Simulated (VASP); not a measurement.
## Mg12H (a cell with a defect): single point with PBE

System: Mg12H (a cell with a defect).

```
Mg H
1.0
     6.42000    0.00000    0.00000
    -4.81500    8.33982    0.00000
     0.00000    0.00000    5.21304
Mg H
12 1
Direct
  0.00209 0.99929 0.00012
  0.16663 0.22734 0.50731
  0.00330 0.33578 0.00236
  0.16800 0.55478 0.49995
  0.00549 0.66942 0.00224
  0.16786 0.88540 0.50532
  0.50325 0.99717 0.99342
  0.66556 0.22317 0.50202
  0.50348 0.34001 0.99564
  0.66672 0.55638 0.49396
  0.49811 0.66602 0.99796
  0.66405 0.88632 0.49703
  0.32209 0.10767 0.37231
```

- Program: VASP 6.6.1
- Task: single point
- Functional: PBE
- Potentials or basis: VASP PAW PBE potentials, release 64 (Mg, H)
- Cutoff: 520 eV
- k mesh: 3 × 2 × 3
- Occupations: gaussian, width 0.05 eV
- Spin: no spin polarisation
- Dipole correction: no
- Further INCAR settings: ALGO = Normal; EDIFF = 1e-06; NBANDS = 24

| Quantity | Value |
| --- | --- |
| Pressure | -0.2 GPa |
| Largest force | 0.201 eV/Å |
| Band gap on the k mesh | zero (an odd number of electrons rules out a gap without spin polarisation) |

Forces on the atoms (eV/Å):
```
Mg  -0.008 -0.010  0.001
Mg   0.013 -0.026  0.025
Mg  -0.004 -0.003  0.019
Mg  -0.002 -0.004  0.021
Mg  -0.007  0.004  0.024
Mg  -0.015  0.024  0.013
Mg  -0.009  0.004  0.011
Mg   0.001  0.007  0.033
Mg   0.003 -0.018  0.013
Mg   0.001  0.004  0.014
Mg   0.006  0.004  0.016
Mg   0.011  0.005  0.013
H    0.009  0.008 -0.201
```

Stress tensor (GPa, compression positive):
```
-0.02  0.22  0.00
 0.22 -0.15  0.02
 0.00  0.02 -0.51
```

Levels at points of the mesh, in eV from the Fermi level:
| k point | band 11 | band 12 | band 13 | band 14 | band 15 | band 16 |
| --- | --- | --- | --- | --- | --- | --- |
| (0.00, 0.00, 0.00) | -0.09 | 0.20 | 0.38 | 0.50 | 0.65 | 1.35 |
| (0.00, 0.50, 0.00) | -0.88 | -0.65 | -0.19 | -0.07 | 1.19 | 1.88 |

Run time: 52 s on 1 thread of AMD EPYC 9R45 96-Core Processor (Zen 5), on a shared host, peak memory 0.34 GiB.

Caveat: the k points lie up to 0.40 Å⁻¹ apart, too coarse for converged energies and pressures of a metal.
